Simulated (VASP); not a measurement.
Set up this calculation in VASP 6.6.1, as the native input.

* Task: single point
* Functional: PBEsol
* Potentials or basis: VASP PAW PBE potentials, release 64 (In_d, P)
* Cutoff: 520 eV
* k mesh: 10 × 10 × 10
* Occupations: gaussian, width 0.05 eV
* Spin: no spin polarisation
* Dipole correction: no
* Further INCAR settings: ALGO = Normal; EDIFF = 1e-07; NBANDS = 16

The structure of InP lies in POSCAR:

```
InP
1.0
    0.0000000000      2.8088947703      2.8088947703
    2.8088947703      0.0000000000      2.8088947703
    2.8088947703      2.8088947703      0.0000000000
In P
1 1
Direct
    0.0000000000      0.0000000000      0.0000000000
    0.5000000000      0.5000000000      0.5000000000
```

These files were run (other wordings do the same):

INCAR

```
PREC     = Accurate       # precision mode
ENCUT    = 520            # plane-wave cutoff, eV
EDIFF    = 1E-7           # SCF threshold, eV
ISMEAR   = 0              # smearing method
SIGMA    = 0.05           # smearing width, eV
LREAL    = False          # projectors in reciprocal space
LASPH    = True           # aspherical terms in the spheres
NELM     = 80             # most SCF steps
ALGO     = Normal         # electronic algorithm
ISIF     = 2              # what is computed and relaxed
LWAVE    = False          # write WAVECAR
LCHARG   = False          # write CHGCAR
GGA      = PS             # functional
NBANDS   = 16             # bands
```

KPOINTS

```
Automatic mesh
0
Gamma
  10 10 10
```

Potentials or basis: VASP PAW PBE potentials, release 64 (In_d, P).

Command:

```bash
$ cat potpaw_PBE.64/In_d/POTCAR potpaw_PBE.64/P/POTCAR > POTCAR
$ mpirun -np 1 vasp_std > vasp.out
```

It gave:

```yaml
Pressure: -5.9 GPa
Band_gap_on_the_k_mesh: zero (bands 9 and 10 overlap by 2.48 eV)
```

Caveat: the cell stands under tension; the PAW data sets were made with another functional, which shifts forces and pressure a little; spin-orbit coupling is left out, which moves the levels of the heavy elements.

Wall time 52 s on 1 thread of Intel Xeon 8259CL (shared host), peak memory 0.19 GiB.
